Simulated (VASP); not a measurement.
# Mo6F in VASP: a series of runs

Runs on Mo6F. Level: PBE. Tasks: single point.

All numbers are computed with VASP 6.6.1; they aren't measurements. Logs are shortened: lines on timing, memory, paths and dates and some standing lists are left out, and cuts for length are marked.

**1. The cell of the first run**

The cell holds a slab with vacuum, 7 atoms: a = 4.470 Å, b = 4.470 Å, c = 19.760 Å, α = 90.00°, β = 90.00°, γ = 120.00°.

**2. Single point, PBE**

Contents of INCAR:

```
ALGO = Normal ; DIPOL = 0.5 0.5 0.336
EDIFF = 1E-6 ; ENCUT = 520
GGA = PE ; IDIPOL = 3
ISIF = 2 ; ISMEAR = 0
LASPH = True ; LCHARG = False
LDIPOL = True ; LREAL = False
LWAVE = False ; NBANDS = 54
NELM = 60 ; PREC = Accurate
SIGMA = 0.1
```

Contents of KPOINTS:

```
k-points
0
Gamma
  6 6 1
```

Contents of POSCAR:

```
Mo6F
1.0
    4.4695765307      0.0000000000      0.0000000000
   -2.2347882654      3.8707668198      0.0000000000
    0.0000000000      0.0000000000     19.7595667302
Mo F
6 1
Direct
    0.6666666667      0.3333333333      0.2024335885
    0.3333333333      0.6666666666      0.2486060831
    0.0000000000      0.0000000000      0.2947785778
    0.6666666667      0.3333333333      0.3368821123
    0.3333333333      0.6666666666      0.3779725567
    0.0000000000      0.0000000000      0.4180034331
    0.8888888889      0.4444444444      0.4711206385
```

Potentials or basis: VASP PAW PBE potentials, release 64 (Mo_sv, F).

Command:

```
$ cat potpaw_PBE.64/Mo_sv/POTCAR potpaw_PBE.64/F/POTCAR > POTCAR
$ mpirun -np 1 vasp_std > vasp.out
```

OUTCAR:

```text
EDIFF = 1E-6
   ENCUT = 520
   GGA = PE
   ISIF = 2
   ISMEAR = 0
   LASPH = True
   LREAL = False
   NELM = 60
   PREC = Accurate

 ion  position               nearest neighbor table
   1  0.667  0.333  0.202-   4 2.66   2 2.74   2 2.74   2 2.74   3 3.16   3 3.16   3 3.16
   2  0.333  0.667  0.249-   5 2.56   1 2.74   1 2.74   1 2.74   3 2.74   3 2.74   3 2.74   4 3.11
                             4 3.11   4 3.11
   3  0.000  0.000  0.295-   6 2.43   4 2.71   4 2.71   4 2.71   2 2.74   2 2.74   2 2.74   5 3.06
                             5 3.06   5 3.06   1 3.16   1 3.16   1 3.16
   4  0.667  0.333  0.337-   1 2.66   5 2.71   5 2.71   5 2.71   3 2.71   3 2.71   3 2.71   6 3.04
                             6 3.04   6 3.04   2 3.11   2 3.11   2 3.11
   5  0.333  0.667  0.378-   7 2.52   2 2.56   6 2.70   6 2.70   6 2.70   4 2.71   4 2.71   4 2.71
                             3 3.06   3 3.06   3 3.06
   6  0.000  0.000  0.418-   3 2.43   7 2.51   7 2.51   5 2.70   5 2.70   5 2.70   4 3.04   4 3.04
                             4 3.04
   7  0.889  0.444  0.471-   6 2.51   6 2.51   5 2.52

  LATTYP: Found a hexagonal cell.
 ALAT       =     4.4695765307
 C/A-ratio  =     4.4209035452

  Lattice vectors:

 A1 = (   4.4695765307,   0.0000000000,   0.0000000000)
 A2 = (  -2.2347882654,   3.8707668198,   0.0000000000)
 A3 = (   0.0000000000,   0.0000000000,  19.7595667302)

Analysis of symmetry for initial positions (statically):
=====================================================================
 Subroutine PRICEL returns:
 Original cell was already a primitive cell.

 Routine SETGRP: Setting up the symmetry group for a
 hexagonal supercell.

 Subroutine GETGRP returns: Found  2 space group operations
 (whereof  2 operations were pure point group operations)
 out of a pool of 24 trial point group operations.

The static configuration has the point symmetry C_1h.

Analysis of symmetry for dynamics (positions and initial velocities):
=====================================================================
 Subroutine PRICEL returns:
 Original cell was already a primitive cell.

 Routine SETGRP: Setting up the symmetry group for a
 hexagonal supercell.

 Subroutine GETGRP returns: Found  2 space group operations
 (whereof  2 operations were pure point group operations)
 out of a pool of 24 trial point group operations.

The dynamic configuration has the point symmetry C_1h.

 Subroutine INISYM returns: Found  2 space group operations
 (whereof  2 operations are pure point group operations),
 and found     1 'primitive' translations

----------------------------------------------------------------------------------------

                                     Primitive cell

  volume of cell :     341.8541

  direct lattice vectors                    reciprocal lattice vectors
     4.469576531  0.000000000  0.000000000     0.223734842  0.129173371  0.000000000
    -2.234788265  3.870766820  0.000000000     0.000000000  0.258346743  0.000000000
     0.000000000  0.000000000 19.759566730     0.000000000  0.000000000  0.050608397

  length of vectors
     4.469576531  4.469576531 19.759566730     0.258346743  0.258346743  0.050608397

  position of ions in fractional coordinates (direct lattice)
     0.666666667  0.333333333  0.202433588
     0.333333333  0.666666667  0.248606083
     0.000000000  0.000000000  0.294778578
     0.666666667  0.333333333  0.336882112
     0.333333333  0.666666667  0.377972557
     0.000000000  0.000000000  0.418003433
     0.888888889  0.444444444  0.471120638

  ion indices of the primitive-cell ions
   primitive index   ion index
                 1           1
                 2           2
                 3           3
                 4           4
                 5           5
                 6           6
                 7           7

----------------------------------------------------------------------------------------

 KPOINTS: k-points

Automatic generation of k-mesh.
 Grid dimensions read from file:
 generate k-points for:    6    6    1

 Generating k-lattice:

  Cartesian coordinates                     Fractional coordinates (reciprocal lattice)
     0.037289140  0.021528895  0.000000000     0.166666667  0.000000000  0.000000000
     0.000000000  0.043057790  0.000000000     0.000000000  0.166666667  0.000000000
     0.000000000  0.000000000  0.050608397     0.000000000  0.000000000  1.000000000

  Length of vectors
     0.043057790  0.043057790  0.050608397

  Shift w.r.t. Gamma in fractional coordinates (k-lattice)
     0.000000000  0.000000000  0.000000000

 Subroutine IBZKPT returns following result:
 ===========================================

 Found     13 irreducible k-points:

 Following reciprocal coordinates:
            Coordinates               Weight
  0.000000  0.000000  0.000000      1.000000
  0.166667  0.000000  0.000000      2.000000
  0.000000  0.166667  0.000000      4.000000
  0.333333 -0.000000  0.000000      2.000000
  0.000000  0.333333  0.000000      4.000000
  0.500000 -0.000000  0.000000      1.000000
  0.000000  0.500000  0.000000      2.000000
  0.166667  0.166667  0.000000      4.000000
 -0.166667  0.333333  0.000000      2.000000
  0.333333  0.166667  0.000000      4.000000
 -0.166667  0.500000  0.000000      4.000000
  0.500000  0.333333  0.000000      4.000000
  0.333333  0.333333  0.000000      2.000000
   k-points           NKPTS =     13   k-points in BZ     NKDIM =     13   number of bands    NBANDS=     54
   number of dos      NEDOS =    301   number of ions     NIONS =      7
   total plane-waves  NPLWV = 194400
   dimension x,y,z NGX =    36 NGY =   36 NGZ =  150
   dimension x,y,z NGXF=    72 NGYF=   72 NGZF=  300
   ions per type =               6   1
   NGX,Y,Z   is equivalent  to a cutoff of  13.39, 13.39, 12.62 a.u.
   NGXF,Y,Z  is equivalent  to a cutoff of  26.78, 26.78, 25.24 a.u.
 SYSTEM =  unknown system
   PREC   = accura    normal or accurate (medium, high low for compatibility)
   ISTART =      0    job   : 0-new  1-cont  2-samecut
   ICHARG =      2    charge: 1-file 2-atom 10-const
   ISPIN  =      1    spin polarized calculation?
   LNONCOLLINEAR =      F non collinear calculations
   LSORBIT =      F    spin-orbit coupling
   LASPH  =      T    aspherical Exc in radial PAW
   ENCUT  =  520.0 eV  38.22 Ry    6.18 a.u.   8.31  8.31 36.74*2*pi/ulx,y,z
   NELM   =     60;   NELMIN=  2; NELMDL= -5     # of ELM steps
   EDIFF  = 0.1E-05   stopping-criterion for ELM
   LREAL  =      F    real-space projection
   EDIFFG = 0.1E-04   stopping-criterion for IOM
   NSW    =      0    number of steps for IOM
   IBRION =     -1    ionic relax: 0-MD 1-quasi-New 2-CG
   NFREE  =      0    steps in history (QN), initial steepest desc. (CG)
   ISIF   =      2    stress and relaxation
   ISYM   =      2    0-nonsym 1-usesym 2-fastsym
   POTIM  = 0.5000    time-step for ionic-motion
   TEBEG  =    0.0;   TEEND  =   0.0 temperature during run
   PSTRESS=    0.0 pullay stress
   NELECT =      91.0000    total number of electrons
   NUPDOWN=      -1.0000    fix difference up-down
   EMIN   =  10.00;   EMAX   =-10.00  energy-range for DOS
   EFERMI =   0.00;   METHOD = LEGACY
   ISMEAR =     0;   SIGMA  =   0.10  broadening in eV -4-tet -1-fermi 0-gaus
   EFERMI_NEDOS =   21; number of points for ismear=-14 and -15
   IALGO  =     38    algorithm
   IMIX   =      4    mixing-type and parameters
     AMIX     =   0.40;   BMIX     =  1.00
     AMIX_MAG =   1.60;   BMIX_MAG =  1.00
  volume/ion in A,a.u.               =      48.84       329.56
  Fermi-wavevector in a.u.,A,eV,Ry     =   1.053113  1.990095 15.089504  1.109047
  Thomas-Fermi vector in A             =   2.188222
   LORBIT       =      0    0 simple, 1 ext, 2 COOP (PROOUT), +10 PAW based schemes
   GGA     = PE    functional components
   LHFCALC =     F    Hartree Fock is set to
   AEXX    =    0.0000 exact exchange contribution
   IVDW    =     0    specifies the selected vdW correction
   LEPSILON=     F    determine dielectric tensor
   LRPA    =     F    only Hartree local field effects (RPA)
 non-spin polarized calculation
 Gauss-broadening in eV      SIGMA  =   0.10
  energy-cutoff  :      520.00
  volume of cell :      341.85
 maximum number of plane-waves:      9223
 NGX is ok and might be reduce to    36
   NGX = 17   NGY = 17   NGZ = 73

 dipolmoment           0.000000      0.000000     -0.495491 electrons x Angstroem

 number of electron      91.0000014 magnetization

 dipolmoment           0.000000      0.000000      0.101528 electrons x Angstroem

 Free energy of the ion-electron system (eV)
  ---------------------------------------------------
  ext. energy  EPLUGINS =         0.00000000
  ---------------------------------------------------
  free energy    TOTEN  =       -63.82978101 eV

  energy without entropy =      -63.78506604  energy(sigma->0) =      -63.80742353

 E-fermi :   0.6476     XC(G=0):  -4.9690

 val. band max:        0.6410651943   @ k =   0.3333   0.1667   0.0000
 cond. band min:       0.6481204307   @ k =   0.0000   0.3333   0.0000
 fundamental gap:      0.0070552364
 Fermi energy:         0.6475708107

 k-point     1 :       0.0000    0.0000    0.0000
  band No.  band energies     occupation
      1     -60.5604      2.00000
      2     -60.3232      2.00000
      3     -60.2880      2.00000
      4     -60.2338      2.00000
      5     -60.1254      2.00000
      6     -60.0355      2.00000
[... 46 lines left out ...]
     53       2.4844      0.00000
     54       2.6419      0.00000

 k-point     2 :       0.1667    0.0000    0.0000
  band No.  band energies     occupation
      1     -60.5388      2.00000
      2     -60.3239      2.00000
      3     -60.2955      2.00000
      4     -60.2314      2.00000
      5     -60.1319      2.00000
      6     -60.0458      2.00000
[... 46 lines left out ...]
     53       2.5865      0.00000
     54       2.7242      0.00000

 k-point     3 :       0.0000    0.1667    0.0000
  band No.  band energies     occupation
      1     -60.5388      2.00000
      2     -60.3239      2.00000
      3     -60.2955      2.00000
      4     -60.2314      2.00000
      5     -60.1319      2.00000
      6     -60.0458      2.00000
[... 46 lines left out ...]
     53       2.4048      0.00000
     54       2.6693      0.00000
[... 457 lines left out ...]
 k-point    12 :       0.5000    0.3333    0.0000
  band No.  band energies     occupation
      1     -60.4356      2.00000
      2     -60.3675      2.00000
      3     -60.3252      2.00000
      4     -60.2008      2.00000
      5     -60.1594      2.00000
      6     -60.0820      2.00000
[... 46 lines left out ...]
     53       2.1877      0.00000
     54       2.3094      0.00000

 k-point    13 :       0.3333    0.3333    0.0000
  band No.  band energies     occupation
      1     -60.3945      2.00000
      2     -60.3665      2.00000
      3     -60.3643      2.00000
      4     -60.1784      2.00000
      5     -60.1781      2.00000
      6     -60.0893      2.00000
[... 46 lines left out ...]
     53       2.0781      0.00000
     54       2.2844      0.00000

------------------------ aborting loop because EDIFF is reached ----------------------------------------

 vacuum level on the upper side and lower side of the slab       (xc-potential included)         0.512        -0.521

  FORCE on cell =-STRESS in cart. coord.  units (eV):
  Direction    XX          YY          ZZ          XY          YZ          ZX
  --------------------------------------------------------------------------------------
  -------------------------------------------------------------------------------------
  Total       -6.0402199     -6.0701581     -2.0507185      0.0259273      0.7956540      1.3781149
  in kB      -28.3088693    -28.4491819     -9.6111605      0.1215143      3.7290143      6.4588503
  external PRESSURE =     -22.1230706 kB  Pullay stress =       0.0000000 kB

 VOLUME and BASIS-vectors are now :
 -----------------------------------------------------------------------------
  energy-cutoff  :      520.00
  volume of cell :      341.85
      direct lattice vectors                 reciprocal lattice vectors
     4.469576531  0.000000000  0.000000000     0.223734842  0.129173371  0.000000000
    -2.234788265  3.870766820  0.000000000     0.000000000  0.258346743  0.000000000
     0.000000000  0.000000000 19.759566730     0.000000000  0.000000000  0.050608397

 POSITION                                       TOTAL-FORCE (eV/Angst)
 -----------------------------------------------------------------------------------
      2.23479      1.29026      4.00000        -0.083631     -0.048284      1.695736
     -0.00000      2.58051      4.91235         0.069554      0.040157     -0.358314
      0.00000      0.00000      5.82470        -0.045453     -0.026242     -1.203325
      2.23479      1.29026      6.65664        -0.077672     -0.044844     -0.788947
     -0.00000      2.58051      7.46857        -0.373957     -0.215904      0.219347
      0.00000      0.00000      8.25957        -0.178688     -0.103166      0.410758
      2.97972      1.72034      9.30914         0.689848      0.398284      0.024745
 -----------------------------------------------------------------------------------
    total drift:                               -0.000021     -0.000011      0.000370

  FREE ENERGIE OF THE ION-ELECTRON SYSTEM (eV)
  ---------------------------------------------------
  free  energy   TOTEN  =       -63.8297810142 eV

  energy  without entropy=      -63.7850660387  energy(sigma->0) =      -63.80742353

 vacuum level on the upper side and lower side of the slab         5.361         4.215
```

Wall time 4.1 min (1 thread of Intel Xeon 6975P-C (Granite Rapids), shared host); peak memory 0.54 GiB.

What came out:

```yaml
Free_energy: -63.8298 eV
Largest_force: 1.698 eV/Å
Band_gap_on_the_k_mesh: zero (an odd number of electrons rules out a gap without spin polarisation)
```

Forces on the atoms (eV/Å):
```
Mo  -0.084 -0.048  1.696
Mo   0.070  0.040 -0.358
Mo  -0.045 -0.026 -1.203
Mo  -0.078 -0.045 -0.789
Mo  -0.374 -0.216  0.219
Mo  -0.179 -0.103  0.411
F    0.690  0.398  0.025
```

Levels at points of the mesh, in eV from the Fermi level:
```tsv
k point	band 42	band 43	band 44	band 45	band 46	band 47	band 48	band 49
(0.00, 0.00, 0.00)	-1.34	-1.22	-1.21	-0.96	-0.41	0.40	1.12	1.18
(0.50, 0.00, 0.00)	-1.28	-0.97	-0.21	-0.02	0.03	0.06	0.32	0.97
(0.00, 0.50, 0.00)	-1.37	-1.20	-0.49	-0.15	0.02	0.18	0.50	1.02
```

Caveat: an odd number of electrons without spin polarisation forces a metal; a magnetic or distorted state may lie lower.

**3. Single point, PBE**

Contents of INCAR:

```
  PREC = Accurate
  ENCUT = 520
  EDIFF = 1E-6
  ISMEAR = 0
  SIGMA = 0.1
  LREAL = False
  LASPH = True
  NELM = 60
  ALGO = Normal
  ISIF = 2
  LWAVE = False
  LCHARG = True
  LDIPOL = True
  IDIPOL = 3
  DIPOL = 0.5 0.5 0.340
  GGA = PE
  LELF = True
  LVHAR = True
  LVACPOTAV = True
  NBANDS = 54
```

Contents of KPOINTS:

```
Automatic mesh
0
Gamma
  6 6 1
```

Contents of POSCAR:

```
Mo6F
1.0
    4.4695765307      0.0000000000      0.0000000000
   -2.2347882654      3.8707668198      0.0000000000
    0.0000000000      0.0000000000     19.7595667302
Mo F
6 1
Direct
    0.6666666667      0.3333333333      0.2024335885
    0.3333333334      0.6666666667      0.2486060831
    0.0000000000      0.0000000000      0.2947785778
    0.6666666667      0.3333333333      0.3368821123
    0.3333333334      0.6666666667      0.3779725567
    0.0000000000      0.0000000000      0.4180034331
    0.1111111111      0.2222222222      0.5045283097
```

Potentials or basis: VASP PAW PBE potentials, release 64 (Mo_sv, F).

Command:

```
$ cat potpaw_PBE.64/Mo_sv/POTCAR potpaw_PBE.64/F/POTCAR > POTCAR
$ mpirun -np 1 vasp_std > vasp.out
```

Wall time 4 min (1 thread of Intel Xeon 6975P-C (Granite Rapids), shared host); peak memory 0.54 GiB.

The run converged. Its results:

```yaml
Free_energy: -64.4502 eV
Largest_force: 2.329 eV/Å
Band_gap_on_the_k_mesh: zero (an odd number of electrons rules out a gap without spin polarisation)
```

Forces on the atoms (eV/Å):
```
Mo   0.000  0.036  1.653
Mo   0.000 -0.080 -0.225
Mo   0.000  0.291 -2.311
Mo   0.000 -0.290 -0.827
Mo   0.000  0.058 -0.055
Mo   0.000 -0.257  1.659
F    0.000  0.242  0.106
```

Levels at points of the mesh, in eV from the Fermi level:
```csv
k point,band 43,band 44,band 45,band 46,band 47,band 48
"(0.00, 0.00, 0.00)",-1.23,-1.20,-1.18,-0.60,0.17,1.16
"(0.50, 0.00, 0.00)",-1.05,-0.52,-0.08,0.01,0.20,0.46
"(0.00, 0.50, 0.00)",-1.09,-0.52,-0.07,0.00,0.07,0.88
```

Caveat: an odd number of electrons without spin polarisation forces a metal; a magnetic or distorted state may lie lower.

**4. Single point, PBE**

Contents of INCAR:

```
  ALGO = Normal
  DIPOL = 0.5 0.5 0.340
  EDIFF = 1E-6
  ENCUT = 520
  GGA = PE
  IDIPOL = 3
  ISIF = 2
  ISMEAR = 0
  LASPH = True
  LCHARG = False
  LDIPOL = True
  LREAL = False
  LWAVE = False
  NBANDS = 54
  NELM = 60
  PREC = Accurate
  SIGMA = 0.1
```

Contents of KPOINTS:

```
k-points
0
Gamma
  6 6 1
```

Contents of POSCAR:

```
Mo6F
1.0
    4.4695765307      0.0000000000      0.0000000000
   -2.2347882654      3.8707668198      0.0000000000
    0.0000000000      0.0000000000     19.7595667302
Mo F
6 1
Direct
    0.6666666667      0.3333333333      0.2024335885
    0.3333333333      0.6666666666      0.2486060831
    0.0000000000      0.0000000000      0.2947785778
    0.6666666667      0.3333333333      0.3368821123
    0.3333333333      0.6666666666      0.3779725567
    0.0000000000      0.0000000000      0.4180034331
    0.2222222222      0.1111111111      0.5045283097
```

Command:

```
$ cat potpaw_PBE.64/Mo_sv/POTCAR potpaw_PBE.64/F/POTCAR > POTCAR
$ mpirun -np 1 vasp_std > vasp.out
```

Run time: 3.9 min. Hardware: 1 thread of Intel Xeon 6975P-C (Granite Rapids), shared host; peak memory 0.54 GiB.

The run converged. Its results:

```yaml
Free_energy: -64.3844 eV
Largest_force: 2.411 eV/Å
Band_gap_on_the_k_mesh: zero (an odd number of electrons rules out a gap without spin polarisation)
```

Forces in eV/Å, atoms in the order of the input:
```
Mo   0.023  0.013  1.682
Mo  -0.053 -0.030 -0.212
Mo   0.248  0.143 -2.394
Mo  -0.100 -0.058 -0.790
Mo   0.008  0.005 -0.259
Mo  -0.091 -0.052  1.839
F   -0.036 -0.021  0.134
```

Levels at points of the mesh, in eV from the Fermi level:
| k point | band 41 | band 42 | band 43 | band 44 | band 45 | band 46 | band 47 | band 48 | band 49 | band 50 |
| --- | --- | --- | --- | --- | --- | --- | --- | --- | --- | --- |
| (0.00, 0.00, 0.00) | -1.58 | -1.26 | -1.24 | -1.23 | -1.16 | -0.60 | 0.18 | 1.15 | 1.16 | 1.48 |
| (0.50, 0.00, 0.00) | -1.97 | -1.42 | -1.09 | -0.47 | -0.02 | 0.03 | 0.14 | 0.38 | 0.76 | 1.33 |
| (0.00, 0.50, 0.00) | -2.02 | -1.46 | -1.06 | -0.54 | -0.10 | 0.01 | 0.13 | 0.60 | 0.95 | 1.34 |

Caveat: an odd number of electrons without spin polarisation forces a metal; a magnetic or distorted state may lie lower.

**5. The runs side by side**

```csv
cell,gap on the mesh (eV),largest force (eV/Å)
"a = 4.470, b = 4.470, c = 19.760 Å, angles 90.0, 90.0, 120.0°, 7 atoms, atomic positions A",none,1.70
"a = 4.470, b = 4.470, c = 19.760 Å, angles 90.0, 90.0, 120.0°, 7 atoms, atomic positions B",none,2.33
"a = 4.470, b = 4.470, c = 19.760 Å, angles 90.0, 90.0, 120.0°, 7 atoms, atomic positions C",none,2.41
```

Alike in all rows: task single point; level PBE; potentials or basis VASP PAW PBE potentials, release 64 (Mo_sv, F); no spin polarisation; k mesh 6 × 6 × 1; cutoff (eV) 520; smearing gaussian 0.1 eV.

Caveats: an odd number of electrons without spin polarisation forces a metal; a magnetic or distorted state may lie lower.

Total energies depend on the potentials used, so only differences within one code and one set of settings carry meaning.
